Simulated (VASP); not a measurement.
Here is a VASP 6.6.1 calculation.

File INCAR:

```
SYSTEM = Sc
PREC     = Accurate       ! precision mode
ENCUT    = 500            ! plane-wave cutoff, eV
EDIFF    = 1E-7           ! SCF threshold, eV
ISMEAR   = -1             ! smearing method
SIGMA    = 0.05           ! smearing width, eV
LREAL    = .False.        ! projectors in reciprocal space
LASPH    = .True.         ! aspherical terms in the spheres
NELM     = 120            ! most SCF steps
ALGO     = Normal         ! electronic algorithm
ISIF     = 3              ! what is computed and relaxed
LWAVE    = .False.        ! write WAVECAR
LCHARG   = .False.        ! write CHGCAR
GGA      = PS             ! functional
IBRION   = 2              ! ionic algorithm
NSW      = 80             ! ionic steps
EDIFFG   = -0.02          ! ionic threshold
PSTRESS  = 150.0        
GGA_COMPAT= .False.      
NELMIN   = 4
```

Contents of KPOINTS:

```
Automatic mesh
0
Gamma
  7 7 7
  0 0 0
```

The input POSCAR:

```
Sc
1.0
   -1.8400000000      1.8400000000      1.8400000000
    1.8400000000     -1.8400000000      1.8400000000
    1.8400000000      1.8400000000     -1.8400000000
Sc
1
Direct
    0.0000000000      0.0000000000      0.0000000000
```

Potentials or basis: VASP PAW PBE potentials, release 64 (Sc_sv).

Run with:

```console
$ cat potpaw_PBE.64/Sc_sv/POTCAR > POTCAR
$ mpirun -np 1 vasp_std > vasp.out
```

Question: What does it give for the space group after relaxing (to 0.1 Å)?

Answer: Im-3m (No. 229).

Question: Estimate the relaxed volume.

Answer: 19.47 Å³/atom.

Question: Estimate the band gap on the k mesh.

Answer: Zero (an odd number of electrons rules out a gap without spin polarisation).

Question: Predict the relaxed cell.

Answer: a = 2.935 Å, b = 2.935 Å, c = 2.935 Å, α = 109.47°, β = 109.47°, γ = 109.47°.

Step by step:
```csv
step,energy change (eV),largest force (eV/Å),pressure (GPa),volume (Å³)
1,0.0000,0.0000,-2.30,24.92
2,0.6346,0.0000,35.18,16.42
3,0.1647,0.0000,14.67,19.57
4,0.1739,0.0000,15.14,19.47
```

Caveat: the cell is relaxed towards a set pressure, so the run minimises the enthalpy, not the energy; the volume moved by over 15 % at a fixed basis, so the end points are rough; the PAW data sets were made with another functional, which shifts forces and pressure a little.
